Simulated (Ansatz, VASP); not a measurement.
# One calculation of AlN, two programs

Contents of POSCAR:

```
AlN
1.0
    0.0000000000      2.0352630581      2.0352630581
    2.0352630581      0.0000000000      2.0352630581
    2.0352630581      2.0352630581      0.0000000000
Al N
1 1
Direct
    0.5000000000      0.5000000000      0.5000000000
    0.0000000000      0.0000000000      0.0000000000
```

INCAR.step1

```
SYSTEM = AlN
PREC = Accurate
ENCUT = 660
ISMEAR = 0
SIGMA = 0.02
LREAL = .False.
LASPH = .True.
NELM = 120
NBANDS = 11
GGA = PE
ALGO = Normal
EDIFF = 1E-5
LWAVE = .True.
LCHARG = .False.
GGA_COMPAT = .False.
```

Contents of INCAR.step2:

```
SYSTEM = AlN
PREC = Accurate
ENCUT = 660
EDIFF = 1E-6
ISMEAR = 0
SIGMA = 0.02
LREAL = .False.
LASPH = .True.
NELM = 120
ALGO = Normal
ISIF = 2
LWAVE = .False.
LCHARG = .True.
METAGGA = R2SCAN
LMIXTAU = .True.
LELF = .True.
LVHAR = .True.
NBANDS = 11
ISTART = 1
GGA_COMPAT = .False.
```

The input KPOINTS:

```
Automatic mesh
0
Gamma
  10 10 10
  0 0 0
```

Input for Ansatz:

```yaml
crystal:
  lattice:
    - [0.0, 2.0352630581, 2.0352630581]
    - [2.0352630581, 0.0, 2.0352630581]
    - [2.0352630581, 2.0352630581, 0.0]
  atoms:
    - { symbol: Al, position: [0.5, 0.5, 0.5] }
    - { symbol: "N", position: [0.0, 0.0, 0.0] }
basis:
  ecutwfc: 500
kpoints:
  mp_grid: { grid: [10, 10, 10] }
  band_path:
    path:
      - [0.0, 0.0, 0.0]
      - [0.5, 0.0, 0.5]
      - [0.625, 0.25, 0.625]
      - [0.375, 0.375, 0.75]
      - [0.5, 0.5, 0.5]
      - [0.5, 0.25, 0.75]
      - [0.0, 0.5, 0.5]
    npoints: 1
hamiltonian:
  xc: r2scan
scf:
  occupations: { method: gaussian, width: 0.02 }
  n_extra_bands: 4
output:
  forces: true
  stress: true
  eigenvalues: true
```

Alike in both runs: task single point; functional r2SCAN; k mesh 10 × 10 × 10; occupations gaussian, width 0.02 eV; no spin polarisation.

|  | VASP | Ansatz |
| --- | --- | --- |
| version | VASP 6.6.1 | Ansatz 0.2.0 |
| potentials or method | VASP PAW PBE potentials, release 64 (Al, N), cutoff 660 eV | scalar-relativistic, plane waves, PAW |
| valence electrons in the cell | 8 | 8 |

|  | VASP | Ansatz | Ansatz less VASP |
| --- | --- | --- | --- |
| gap on the k mesh at the Fermi level (eV) | 5.28 | 5.28 | -0.005 |
| least direct gap on the mesh (eV) | 6.22 | 6.17 | -0.047 |
| pressure (GPa) | -7.1 | -6.4 | +0.70 |

VASP's potentials were made for PBE, not for r2SCAN.
